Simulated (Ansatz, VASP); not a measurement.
**ZnSe5: VASP beside Ansatz**

```
CELL_PARAMETERS angstrom
4.68549 0.00000 0.00000
-2.34275 4.05776 0.00000
0.00000 0.00000 6.69392
ATOMIC_POSITIONS crystal
Zn 0.00000 0.00000 0.00000
Se 0.33333 0.66667 0.76741
Se 0.33333 0.66667 0.23259
Se 0.66667 0.33333 0.23259
Se 0.66667 0.33333 0.76741
Se 0.00000 0.00000 0.50000
```

Alike in both runs: functional PBE; k mesh 12 × 12 × 6; occupations gaussian, width 0.1 eV; no spin polarisation.

Ansatz relaxed the structure, and its values are those at the end. VASP's run is a single point on that final structure, the one shown.

|  | VASP | Ansatz |
| --- | --- | --- |
| version | VASP 6.6.1 | Ansatz 0.2.0 |
| potentials or method | VASP PAW PBE potentials, release 64 (Zn, Se), cutoff 520 eV | scalar-relativistic, plane waves, PAW |
| valence electrons in the cell | 42 | 92 |

```csv
,VASP,Ansatz,Ansatz less VASP
gap on the k mesh at the Fermi level (eV),none,none,-
pressure (GPa),0.0,0.0,-0.04
```

A gap of «none» marks a metal or a gap that the smearing closes. With one functional, cell and mesh, what is left measures potentials, basis and numerics. VASP's potentials hold 42 valence electrons a cell and Ansatz's 92, so a difference there can come from the potentials and not from the codes.
